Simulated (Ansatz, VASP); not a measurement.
Sn: VASP beside Ansatz

File INCAR:

```
SYSTEM = Sn
PREC     = Accurate       ! precision mode
ENCUT    = 520            ! plane-wave cutoff, eV
EDIFF    = 1E-8           ! SCF threshold, eV
ISMEAR   = -1             ! smearing method
SIGMA    = 0.03           ! smearing width, eV
LREAL    = .False.        ! projectors in reciprocal space
LASPH    = .True.         ! aspherical terms in the spheres
NELM     = 80             ! most SCF steps
ALGO     = Normal         ! electronic algorithm
ISIF     = 2              ! what is computed and relaxed
LWAVE    = .False.        ! write WAVECAR
LCHARG   = .False.        ! write CHGCAR
GGA      = PE             ! functional
LEFG     = .True.       
NBANDS   = 21             ! bands
```

KPOINTS

```
Automatic mesh
0
Gamma
  9 9 9
  0 0 0
```

Contents of POSCAR:

```
Sn
1.0
    0.0000000000      3.3429680000      3.2456000000
    3.3429680000      0.0000000000      3.2456000000
    3.3429680000      3.3429680000      0.0000000000
Sn
2
Direct
    0.5000000000      0.5000000000      0.5000000000
    0.7500000000      0.7500000000      0.7500000000
```

Input for Ansatz:

```yaml
crystal:
  lattice:
    - [0.0, 3.342968, 3.2456]
    - [3.342968, 0.0, 3.2456]
    - [3.342968, 3.342968, 0.0]
  atoms:
    - { symbol: Sn, position: [0.5, 0.5, 0.5] }
    - { symbol: Sn, position: [0.75, 0.75, 0.75] }
kpoints:
  mp_grid: { grid: [9, 9, 9] }
scf:
  occupations: { method: fermi_dirac, width: 0.03 }
hamiltonian:
  xc: pbe
  pseudopotentials: { kind: all_electron, datasets: crystal }
output:
  forces: true
  stress: true
  eigenvalues: true
  efg: { contact_densities: true }
```

Change from the starting cell: equal xx and yy strain of +3 %, crystal datasets.

Alike in both runs: task electric field gradients; functional PBE; k mesh 9 × 9 × 9; occupations fermi-dirac, width 0.03 eV; no spin polarisation.

|  | VASP | Ansatz |
| --- | --- | --- |
| version | VASP 6.6.1 | Ansatz 0.2.0 |
| potentials or method | VASP PAW PBE potentials, release 64 (Sn_d), cutoff 520 eV | all-electron PAW with datasets made for the crystal, scalar-relativistic |

|  | VASP | Ansatz | Ansatz less VASP |
| --- | --- | --- | --- |
| pressure (GPa) | 0.5 | 0.6 | +0.05 |
| traceless stress, the component that is largest in VASP (GPa) | 0.51 | 0.51 | 0.000 |
| size of Vzz on the site where it differs most (V/Å²) | 5.6 | 6.2 | +0.59 |

Ansatz ran all-electron here, and VASP with PAW potentials.
